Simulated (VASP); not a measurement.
Write the native input for VASP 6.6.1 that does the following.

```
Task                   : relaxation of cell and atoms
Functional             : PBE
Potentials or basis    : VASP PAW PBE potentials, release 64 (K_sv, F)
Cutoff                 : 600 eV
k mesh                 : 9 × 9 × 9
Occupations            : fermi-dirac, width 0.05 eV
Spin                   : no spin polarisation
Dipole correction      : no
Further INCAR settings : ALGO = Normal; EDIFF = 1e-06; IBRION = 2; EDIFFG = -0.01; NSW = 60; ISIF = 3
```

The structure of KF (Carobbiite) lies in POSCAR:

```
KF
1.0
    0.0000000000      2.6718500000      2.6718500000
    2.6718500000      0.0000000000      2.6718500000
    2.6718500000      2.6718500000      0.0000000000
K F
1 1
Direct
    0.0000000000      0.0000000000      0.0000000000
    0.5000000000      0.5000000000      0.5000000000
```

One way to write it, as run:

INCAR

```
  PREC = Accurate
  ENCUT = 600
  EDIFF = 1E-6
  ISMEAR = -1
  SIGMA = 0.05
  LREAL = F
  LASPH = T
  NELM = 80
  ALGO = Normal
  ISIF = 3
  LWAVE = F
  LCHARG = F
  GGA = PE
  IBRION = 2
  NSW = 60
  EDIFFG = -0.01
```

KPOINTS

```
Automatic mesh
0
Gamma
  9 9 9
```

Potentials or basis: VASP PAW PBE potentials, release 64 (K_sv, F).

Run with:

```console
$ cat potpaw_PBE.64/K_sv/POTCAR potpaw_PBE.64/F/POTCAR > POTCAR
$ mpirun -np 1 vasp_std > vasp.out
```

Results of the run:

```
Relaxed volume                         : 19.92 Å³/atom
Relaxed cell                           : a = 3.833 Å, b = 3.833 Å, c = 3.833 Å, α = 60.00°, β = 60.00°, γ = 60.00°
Space group after relaxing (to 0.05 Å) : Fm-3m (No. 225)
Energy gained by relaxing              : 3.5 meV/atom
Ionic steps                            : 4
Pressure after relaxing                : 0.0 GPa
Band gap on the k mesh                 : 5.95 eV, direct
```

It took 25 s on 1 thread of Intel(R) Xeon(R) 6975P-C (Granite Rapids), on a shared host, peak memory 0.18 GiB.
